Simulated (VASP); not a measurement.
Set up this calculation in VASP 6.6.1, as the native input.

* Task: single point
* Functional: r2SCAN
* Potentials or basis: VASP PAW PBE potentials, release 64 (Ir_sv_GW)
* Cutoff: 550 eV
* k mesh: 20 × 20 × 20
* Occupations: gaussian, width 0.05 eV
* Spin: no spin polarisation
* Dipole correction: no
* Second run: valence_matched
* Further INCAR settings: ALGO = Normal; EDIFF = 1e-06; NBANDS = 14

The system is Ir.

```
Ir
1.0
     0.00000    1.89607    1.89607
     1.89607    0.00000    1.89607
     1.89607    1.89607    0.00000
Ir
1
Direct
  0.00000 0.00000 0.00000
```

This cell differs from its parent crystal: volume scaled by 0.960.

These files were run (other wordings do the same):

POSCAR

```
Ir
1.0
    0.0000000000      1.8960714079      1.8960714079
    1.8960714079      0.0000000000      1.8960714079
    1.8960714079      1.8960714079      0.0000000000
Ir
1
Direct
    0.0000000000      0.0000000000      0.0000000000
```

INCAR.step1

```
SYSTEM = Ir
PREC = Accurate ; ENCUT = 550
ISMEAR = 0 ; SIGMA = 0.05
LREAL = .False. ; LASPH = .True.
NELM = 120 ; NBANDS = 14
GGA = PE ; ALGO = Normal
EDIFF = 1E-5 ; LWAVE = .True.
LCHARG = .False. ; GGA_COMPAT = .False.
```

INCAR.step2

```
SYSTEM = Ir
PREC = Accurate ; ENCUT = 550
EDIFF = 1E-6 ; ISMEAR = 0
SIGMA = 0.05 ; LREAL = .False.
LASPH = .True. ; NELM = 120
ALGO = Normal ; ISIF = 2
LWAVE = .False. ; LCHARG = .False.
METAGGA = R2SCAN ; LMIXTAU = .True.
NBANDS = 14 ; ISTART = 1
GGA_COMPAT = .False.
```

KPOINTS

```
regular mesh
0
Gamma
  20 20 20
  0 0 0
```

Potentials or basis: VASP PAW PBE potentials, release 64 (Ir_sv_GW).

Launch:

```sh
$ cat potpaw_PBE.64/Ir_sv_GW/POTCAR > POTCAR
$ cp INCAR.step1 INCAR
$ mpirun -np 1 vasp_std > vasp.out
$ cp INCAR.step2 INCAR
$ mpirun -np 1 vasp_std > vasp.out
```

Results of the run:

```
Pressure : 14.8 GPa
```

Caveat: the PAW data sets were made with another functional, which shifts forces and pressure a little.

It took 3.8 min on 1 thread of Intel(R) Xeon(R) Platinum 8259CL CPU @ 2.50GHz (Skylake/Cascade Lake), on a shared host, peak memory 0.19 GiB.
